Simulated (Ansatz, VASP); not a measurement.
One calculation of O, two programs

File INCAR:

```
SYSTEM = O
  PREC = Accurate
  ENCUT = 520
  EDIFF = 1E-8
  ISMEAR = -1
  SIGMA = 0.01
  LREAL = .FALSE.
  LASPH = .TRUE.
  NELM = 80
  ALGO = Normal
  ISIF = 2
  LWAVE = .FALSE.
  LCHARG = .FALSE.
  GGA = PE
  LEFG = .TRUE.
  NBANDS = 13
```

KPOINTS

```
regular mesh
0
G
  11 11 8
  0 0 0
```

The input POSCAR:

```
O
1.0
    2.7544840398     -1.7481261840      0.0000000000
    2.7544840398      1.7481261840      0.0000000000
   -2.0035289999      0.0000000000      3.8214986623
O
2
Direct
    0.0640000000      0.0640000000      0.1530000000
    0.9360000000      0.9360000000      0.8470000000
```

Input for Ansatz:

```yaml
crystal:
  lattice:
    - [2.7544840398, -1.748126184, 0.0]
    - [2.7544840398, 1.748126184, 0.0]
    - [-2.0035289999, 0.0, 3.8214986623]
  atoms:
    - { symbol: O, position: [0.064, 0.064, 0.153] }
    - { symbol: O, position: [0.936, 0.936, 0.847] }
kpoints:
  mp_grid: { grid: [11, 11, 8] }
scf:
  occupations: { method: fermi_dirac, width: 0.01 }
hamiltonian:
  xc: pbe
  pseudopotentials: { kind: paw }
output:
  forces: true
  stress: true
  eigenvalues: true
  efg: { contact_densities: true }
```

Change from the starting cell: volume scaled by 1.06, PAW files.

Alike in both runs: task electric field gradients; functional PBE; k mesh 11 × 11 × 8; occupations fermi-dirac, width 0.01 eV; no spin polarisation.

|  | VASP | Ansatz |
| --- | --- | --- |
| version | VASP 6.6.1 | Ansatz 0.2.0 |
| potentials or method | VASP PAW PBE potentials, release 64 (O) | PAW with Ansatz's default frozen-core files, scalar-relativistic |
| plane-wave cutoff (eV) | 520 | 420 |
| valence electrons in the cell | 12 | 12 |

Ansatz gave:

- pressure (GPa): 3.4
- traceless stress, the component that is largest in VASP (GPa): 14.41
- rms of the force components (eV/Å): 2.031
- size of Vzz on the site where it differs most (V/Å²): 120.6

Task: Estimate VASP's values.

Result: Pressure (GPa): 6.2; traceless stress, the component that is largest in VASP (GPa): 20.45; rms of the force components (eV/Å): 3.077; size of Vzz on the site where it differs most (V/Å²): 121.5.

Atom by atom the forces differ by 1.047 eV/Å (rms over components).

Noted on VASP's run: the standard files for N, O and F lose accuracy on very short bonds; spin is off for a triplet molecule.
